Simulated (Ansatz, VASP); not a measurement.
Na: VASP beside Ansatz

Contents of INCAR:

```
ALGO = Fast
EDIFF = 1E-6
ENCUT = 520
GGA = PE
ISIF = 2
ISMEAR = -1
LASPH = True
LCHARG = True
LELF = True
LREAL = False
LVHAR = True
LWAVE = False
NBANDS = 10
NELM = 100
PREC = Accurate
SIGMA = 0.2585199978643553
```

KPOINTS

```
k-points
0
Gamma
  6 6 6
```

File POSCAR:

```
Na
1.0
   -1.8882910800      1.8882910800      2.6372766800
    1.8882910800     -1.8882910800      2.6372766800
    1.8882910800      1.8882910800     -2.6372766800
Na
1
Direct
    0.4890000000      0.5850000000      0.2870000000
```

Input for Ansatz:

```yaml
crystal:
  lattice:
    - [-1.88829108, 1.88829108, 2.63727668]
    - [1.88829108, -1.88829108, 2.63727668]
    - [1.88829108, 1.88829108, -2.63727668]
  atoms:
    - { symbol: Na, position: [0.489, 0.585, 0.287] }
basis:
  ecutwfc: 420
kpoints:
  mp_grid: { grid: [6, 6, 6] }
hamiltonian:
  xc: pbe
scf:
  occupations: { method: fermi_dirac, width: "3000 K" }
output:
  forces: true
  stress: true
  eigenvalues: true
```

Alike in both runs: task single point; functional PBE; k mesh 6 × 6 × 6; no spin polarisation.

|  | VASP | Ansatz |
| --- | --- | --- |
| version | VASP 6.6.1 | Ansatz 0.2.0 |
| potentials or method | VASP PAW PBE potentials, release 64 (Na_pv), cutoff 520 eV | scalar-relativistic, plane waves, PAW |
| occupations | fermi-dirac, width 0.25852 eV | fermi-dirac |
| valence electrons in the cell | 7 | 9 |

```tsv
	VASP	Ansatz	Ansatz less VASP
gap on the k mesh at the Fermi level (eV)	none	none	-
pressure (GPa)	0.0	0.0	+0.07
```

A gap of «none» marks a metal or a gap that the smearing closes. VASP's potentials hold 7 valence electrons a cell and Ansatz's 9, so a difference there can come from the potentials and not from the codes.

The k mesh is coarse, so the values compare programs but aren't converged.
